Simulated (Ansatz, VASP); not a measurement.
AlN: VASP beside Ansatz

The input INCAR:

```
PREC     = Accurate       # precision mode
ENCUT    = 600            # plane-wave cutoff, eV
EDIFF    = 1E-6           # SCF threshold, eV
ISMEAR   = 0              # smearing method
SIGMA    = 0.01           # smearing width, eV
LREAL    = False          # projectors in reciprocal space
LASPH    = True           # aspherical terms in the spheres
NELM     = 120            # most SCF steps
ALGO     = Normal         # electronic algorithm
ISIF     = 2              # what is computed and relaxed
LWAVE    = False          # write WAVECAR
LCHARG   = False          # write CHGCAR
GGA      = PS             # functional
NBANDS   = 11             # bands
GGA_COMPAT= False
```

KPOINTS

```
Automatic mesh
0
Gamma
  8 8 8
```

File POSCAR:

```
AlN
1.0
    0.0000000000      1.9690000000      1.9690000000
    1.9690000000      0.0000000000      1.9690000000
    1.9690000000      1.9690000000      0.0000000000
Al N
1 1
Direct
    0.0000000000      0.0000000000      0.0000000000
    0.5000000000      0.5000000000      0.5000000000
```

Input for Ansatz:

```yaml
crystal:
  lattice:
    - [0.0, 1.969, 1.969]
    - [1.969, 0.0, 1.969]
    - [1.969, 1.969, 0.0]
  atoms:
    - { symbol: Al, position: [0.0, 0.0, 0.0] }
    - { symbol: "N", position: [0.5, 0.5, 0.5] }
basis:
  ecutwfc: 450.0
kpoints:
  mp_grid:
    grid: [8, 8, 8]
hamiltonian:
  xc: pbesol
scf:
  max_iter: 100
  occupations:
    method: fixed
output:
  stress: true
  eigenvalues: true
```

Alike in both runs: task single point; functional PBEsol; k mesh 8 × 8 × 8; no spin polarisation.

```csv
,VASP,Ansatz
version,VASP 6.6.1,Ansatz 0.2.0
potentials or method,"VASP PAW PBE potentials, release 64 (Al, N), cutoff 600 eV","plane waves, PAW"
occupations,"gaussian, width 0.01 eV",fixed
valence electrons in the cell,8,8
```

|  | VASP | Ansatz | Ansatz less VASP |
| --- | --- | --- | --- |
| gap on the k mesh at the Fermi level (eV) | 4.99 | 4.99 | 0.000 |
| pressure (GPa) | 24.6 | 24.8 | +0.17 |

VASP's potentials were made for PBE, not for PBEsol.
